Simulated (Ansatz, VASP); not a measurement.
**Al2O3 in VASP and in Ansatz**

The input INCAR:

```
PREC = Accurate ; ENCUT = 520
EDIFF = 1E-7 ; ISMEAR = 0
SIGMA = 0.05 ; LREAL = False
LASPH = True ; NELM = 100
ALGO = Normal ; ISIF = 2
LWAVE = False ; LCHARG = False
GGA = PS ; NBANDS = 35
```

KPOINTS

```
Automatic mesh
0
Gamma
  6 6 6
```

File POSCAR:

```
Al2O3
1.0
    2.3866493474      1.3779326432      4.3377178304
   -2.3866493474      1.3779326432      4.3377178304
    0.0000000000     -2.7558652864      4.3377178304
Al O
4 6
Direct
    0.8558773135      0.8558773135      0.8558773135
    0.6441226865      0.6441226865      0.6441226865
    0.1441226865      0.1441226865      0.1441226865
    0.3558773135      0.3558773135      0.3558773135
    0.0558571577      0.4441428423      0.7500000000
    0.7500000000      0.0558571577      0.4441428423
    0.4441428423      0.7500000000      0.0558571577
    0.9441428423      0.5558571577      0.2500000000
    0.2500000000      0.9441428423      0.5558571577
    0.5558571577      0.2500000000      0.9441428423
```

Input for Ansatz:

```yaml
crystal:
  lattice:
    - [2.3866493474, 1.3779326432, 4.3377178304]
    - [-2.3866493474, 1.3779326432, 4.3377178304]
    - [0.0, -2.7558652864, 4.3377178304]
  atoms:
    - { symbol: Al, position: [0.8558773135, 0.8558773135, 0.8558773135] }
    - { symbol: Al, position: [0.6441226865, 0.6441226865, 0.6441226865] }
    - { symbol: Al, position: [0.1441226865, 0.1441226865, 0.1441226865] }
    - { symbol: Al, position: [0.3558773135, 0.3558773135, 0.3558773135] }
    - { symbol: O, position: [0.0558571577, 0.4441428423, 0.75] }
    - { symbol: O, position: [0.75, 0.0558571577, 0.4441428423] }
    - { symbol: O, position: [0.4441428423, 0.75, 0.0558571577] }
    - { symbol: O, position: [0.9441428423, 0.5558571577, 0.25] }
    - { symbol: O, position: [0.25, 0.9441428423, 0.5558571577] }
    - { symbol: O, position: [0.5558571577, 0.25, 0.9441428423] }
basis:
  ecutwfc: 520.0
kpoints:
  mp_grid: { grid: [6, 6, 6] }
hamiltonian:
  xc: pbesol
  pseudopotentials: { kind: paw, azcp: { folder: soft_1 } }
scf:
  occupations: { method: gaussian, width: 0.05 }
output:
  forces: true
  stress: true
  eigenvalues: true
```

Alike in both runs: task single point; functional PBEsol; k mesh 6 × 6 × 6; occupations gaussian, width 0.05 eV; no spin polarisation.

```csv
,VASP,Ansatz
version,VASP 6.6.1,Ansatz 0.2.0
potentials or method,"VASP PAW PBE potentials, release 64 (Al, O), cutoff 520 eV","scalar-relativistic, plane waves, PAW"
valence electrons in the cell,48,48
```

Ansatz gave:

```
gap on the k mesh at the Fermi level (eV)                     : 5.92
least direct gap on the mesh (eV)                             : 5.92
pressure (GPa)                                                : 0.5
traceless stress, the component that is largest in VASP (GPa) : -2.45
rms of the force components (eV/Å)                            : 0.295
```

Q: Which values does VASP return?

A: gap on the k mesh at the Fermi level (eV): 5.93; least direct gap on the mesh (eV): 5.93; pressure (GPa): 0.7; traceless stress, the component that is largest in VASP (GPa): -2.53; rms of the force components (eV/Å): 0.298.

VASP's potentials were made for PBE, not for PBEsol, and Ansatz warns of the same on its side. Atom by atom the forces differ by 0.003 eV/Å (rms over components). With one functional, cell and mesh, what is left measures potentials, basis and numerics.
